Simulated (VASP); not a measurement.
A run of VASP 6.6.1 is set up as follows.

The input POSCAR:

```
WC
1.0
    2.8802413313      0.0000000000      0.0000000000
   -1.4401206656      2.4943621620      0.0000000000
    0.0000000000      0.0000000000      2.8122194092
W C
1 1
Direct
    0.0000000000      0.0000000000      0.0000000000
    0.6666666667      0.3333333333      0.5000000000
```

File INCAR.step1:

```
SYSTEM = WC
ALGO = Normal ; EDIFF = 1E-4
ENCUT = 520 ; GGA = PE
ISMEAR = 0 ; LASPH = .True.
LCHARG = .False. ; LREAL = .False.
LWAVE = .True. ; NBANDS = 16
NELM = 60 ; PREC = Accurate
SIGMA = 0.1
```

File INCAR.step2:

```
SYSTEM = WC
ALGO = Normal ; EDIFF = 1E-6
ENCUT = 520 ; ISIF = 2
ISMEAR = 0 ; ISTART = 1
LASPH = .True. ; LCHARG = .False.
LMIXTAU = .True. ; LREAL = .False.
LWAVE = .False. ; METAGGA = R2SCAN
NBANDS = 16 ; NELM = 60
PREC = Accurate ; SIGMA = 0.1
```

File KPOINTS:

```
k-points
0
Gamma
  18 18 14
  0 0 0
```

Potentials or basis: VASP PAW PBE potentials, release 64 (W_sv, C).

Run with:

```sh
$ cat potpaw_PBE.64/W_sv/POTCAR potpaw_PBE.64/C/POTCAR > POTCAR
$ cp INCAR.step1 INCAR
$ mpirun -np 1 vasp_std > vasp.out
$ cp INCAR.step2 INCAR
$ mpirun -np 1 vasp_std > vasp.out
```

(1) Estimate the band gap on the k mesh.

(2) What does it give for the pressure?

Results:

(1) zero (band 9 reaches 12.09 eV, above the bottom of band 10 at 10.74 eV).

(2) 15.2 GPa.

Caveat: the PAW data sets were made with another functional, which shifts forces and pressure a little; spin-orbit coupling is left out, which moves the levels of the heavy elements.
